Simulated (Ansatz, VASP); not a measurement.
One calculation of CdS, two programs

The input POSCAR:

```
CdS
1.0
    0.0000000000      2.9165000000      2.9165000000
    2.9165000000      0.0000000000      2.9165000000
    2.9165000000      2.9165000000      0.0000000000
Cd S
1 1
Direct
    0.0000000000      0.0000000000      0.0000000000
    0.7500000000      0.7500000000      0.7500000000
```

INCAR.step1

```
PREC = Accurate
ENCUT = 520
EDIFF = 1E-5
ISMEAR = -1
SIGMA = 0.05
LREAL = F
LASPH = T
NELM = 60
ALGO = Normal
ISIF = 2
LWAVE = T
LCHARG = F
NBANDS = 16
GGA = PE
```

File INCAR.step2:

```
PREC = Accurate
ENCUT = 520
EDIFF = 1E-7
ISMEAR = -1
SIGMA = 0.05
LREAL = F
LASPH = T
NELM = 60
ALGO = Normal
ISIF = 2
LWAVE = F
LCHARG = F
METAGGA = R2SCAN
LHFCALC = T
AEXX = 0.25
LMIXTAU = T
PRECFOCK = Normal
NBANDS = 16
ISTART = 1
```

File KPOINTS:

```
regular mesh
0
Gamma
  4 4 4
```

Contents of input.yaml:

```yaml
crystal:
  lattice:
    - [0.0, 2.9165, 2.9165]
    - [2.9165, 0.0, 2.9165]
    - [2.9165, 2.9165, 0.0]
  atoms:
    - { symbol: Cd, position: [0.0, 0.0, 0.0] }
    - { symbol: S, position: [0.75, 0.75, 0.75] }
hamiltonian:
  xc: r2scan0
  pseudopotentials: { kind: paw }
kpoints:
  mp_grid: { grid: [4, 4, 4] }
scf:
  occupations: { method: fermi_dirac, width: 0.05 }
output:
  forces: true
  stress: true
  eigenvalues: true
```

Alike in both runs: task single point; functional r2SCAN0; k mesh 4 × 4 × 4; occupations fermi-dirac, width 0.05 eV; no spin polarisation.

```csv
,VASP,Ansatz
version,VASP 6.6.1,Ansatz 0.2.0
potentials or method,"VASP PAW PBE potentials, release 64 (Cd, S)",Ansatz PAW
plane-wave cutoff (eV),520,500
valence electrons in the cell,18,26
```

Ansatz gave:

```
gap on the k mesh at the Fermi level (eV) : 3.11
least direct gap on the mesh (eV)         : 3.11
pressure (GPa)                            : 1.0
```

Task: Which values does VASP return?

Result: gap on the k mesh at the Fermi level (eV): 3.15; least direct gap on the mesh (eV): 3.15; pressure (GPa): 1.3.

VASP's potentials were made for PBE, not for r2SCAN0. The functional is the same, so the differences come from potentials, cutoffs and numerics. VASP's potentials hold 18 valence electrons a cell and Ansatz's 26, so a difference there can come from the potentials and not from the codes.

The k mesh is coarse, so the values compare programs but aren't converged.
